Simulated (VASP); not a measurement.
Set up this calculation in VASP 6.6.1, as the native input.

| Property | Result |
| --- | --- |
| Task | single point |
| Functional | r2SCAN |
| Potentials or basis | VASP PAW PBE potentials, release 64 (Mg, S) |
| Cutoff | 520 eV |
| k mesh | 12 × 12 × 4 |
| Occupations | fermi-dirac, width 0.02 eV |
| Spin | no spin polarisation |
| Dipole correction | no |
| Further INCAR settings | ALGO = Normal; EDIFF = 1e-06; NBANDS = 16 |

MgS:

```xyz
4
Lattice="3.6454 0.0000 0.0000 -1.8227 3.1570 0.0000 0.0000 0.0000 6.1474" Properties=species:S:1:pos:R:3 pbc="T T T"
Mg    0.0000    0.0000    0.0000
Mg    0.0000    0.0000    3.0737
S     0.0000    2.1047    1.5368
S     1.8227    1.0523    4.6105
```

These files were run (other wordings do the same):

POSCAR

```
MgS
1.0
    3.6454348062      0.0000000000      0.0000000000
   -1.8227174031      3.1570391500      0.0000000000
    0.0000000000      0.0000000000      6.1473560910
Mg S
2 2
Direct
    0.0000000000      0.0000000000      0.0000000000
    0.0000000000      0.0000000000      0.5000000000
    0.3333333333      0.6666666667      0.2500000000
    0.6666666667      0.3333333333      0.7500000000
```

INCAR.step1

```
  ALGO = Normal
  EDIFF = 1E-4
  ENCUT = 520
  GGA = PE
  ISMEAR = -1
  LASPH = True
  LCHARG = False
  LREAL = False
  LWAVE = True
  NBANDS = 16
  NELM = 100
  PREC = Accurate
  SIGMA = 0.02
```

INCAR.step2

```
  ALGO = Normal
  EDIFF = 1E-6
  ENCUT = 520
  ISIF = 2
  ISMEAR = -1
  ISTART = 1
  LASPH = True
  LCHARG = True
  LELF = True
  LMIXTAU = True
  LREAL = False
  LVHAR = True
  LWAVE = False
  METAGGA = R2SCAN
  NBANDS = 16
  NELM = 100
  PREC = Accurate
  SIGMA = 0.02
```

KPOINTS

```
k-points
0
Gamma
  12 12 4
```

Potentials or basis: VASP PAW PBE potentials, release 64 (Mg, S).

Run with:

```console
$ cat potpaw_PBE.64/Mg/POTCAR potpaw_PBE.64/S/POTCAR > POTCAR
$ cp INCAR.step1 INCAR
$ mpirun -np 1 vasp_std > vasp.out
$ cp INCAR.step2 INCAR
$ mpirun -np 1 vasp_std > vasp.out
```

It gave:

The pressure is -0.5 GPa and the band gap on the k mesh is 4.05 eV, indirect (least direct gap 4.41 eV).

Caveat: the PAW data sets were made with another functional, which shifts forces and pressure a little.

Wall time 110 s on 1 thread of Intel(R) Xeon(R) 6975P-C (Granite Rapids), with other jobs on the host, peak memory 0.23 GiB.
